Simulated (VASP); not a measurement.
Write the native input for VASP 6.6.1 that does the following.

```
Task                   : relaxation of cell and atoms
Functional             : PBE
Potentials or basis    : VASP PAW PBE potentials, release 64 (Cd, S)
Cutoff                 : 600 eV
k mesh                 : 6 × 4 × 4
Occupations            : gaussian, width 0.1 eV
Spin                   : no spin polarisation
Dipole correction      : no
Further INCAR settings : ALGO = Normal; EDIFF = 1e-06; IBRION = 2; EDIFFG = -0.04; NSW = 90; ISIF = 3
```

The structure of CdS lies in POSCAR:

```
CdS
1.0
    3.6053027100      0.0000000000      0.0000000000
    0.0000000000      3.9801880600      0.0000000000
    0.0000000000      0.0000000000      6.9085855900
Cd S
2 2
Direct
    0.5000000000      0.0000000000      0.1788195300
    0.5000000000      0.0000000000      0.8211804700
    0.5000000000      0.7597398800      0.5000000000
    0.5000000000      0.2402601200      0.5000000000
```

The cell was generated, and may not be a known phase.

The input as run:

INCAR

```
SYSTEM = CdS
  ALGO = Normal
  EDIFF = 1E-6
  EDIFFG = -0.04
  ENCUT = 600
  GGA = PE
  IBRION = 2
  ISIF = 3
  ISMEAR = 0
  LASPH = .True.
  LCHARG = .False.
  LREAL = .False.
  LWAVE = .False.
  NELM = 60
  NSW = 90
  PREC = Accurate
  SIGMA = 0.1
```

KPOINTS

```
k-points
0
Gamma
  6 4 4
  0 0 0
```

Potentials or basis: VASP PAW PBE potentials, release 64 (Cd, S).

Command:

```console
$ cat potpaw_PBE.64/Cd/POTCAR potpaw_PBE.64/S/POTCAR > POTCAR
$ mpirun -np 1 vasp_std > vasp.out
```

Results of the run:

| Property | Result |
| --- | --- |
| Relaxed volume | 37.29 Å³/atom |
| Relaxed cell | a = 4.214 Å, b = 5.205 Å, c = 6.802 Å, α = 90.00°, β = 90.00°, γ = 90.00° |
| Space group after relaxing (to 0.1 Å) | Pmmm (No. 47) |
| Energy gained by relaxing | 878.8 meV/atom |
| Ionic steps | 27 |
| Pressure after relaxing | 0.1 GPa |
| Largest force after relaxing | 0.008 eV/Å |
| Band gap on the k mesh | zero (bands 18 and 19 overlap by 0.68 eV) |

Caveat: the k points lie up to 0.30 Å⁻¹ apart in the final cell, too coarse for converged energies and pressures of a metal; the volume moved by over 15 % at a fixed basis, so the end points are rough; semilocal functionals underestimate gaps, and a narrow one can read as zero.

It took 9.4 min on 1 thread of AMD EPYC 9R45 96-Core Processor (Zen 5), on a shared host, peak memory 0.24 GiB.
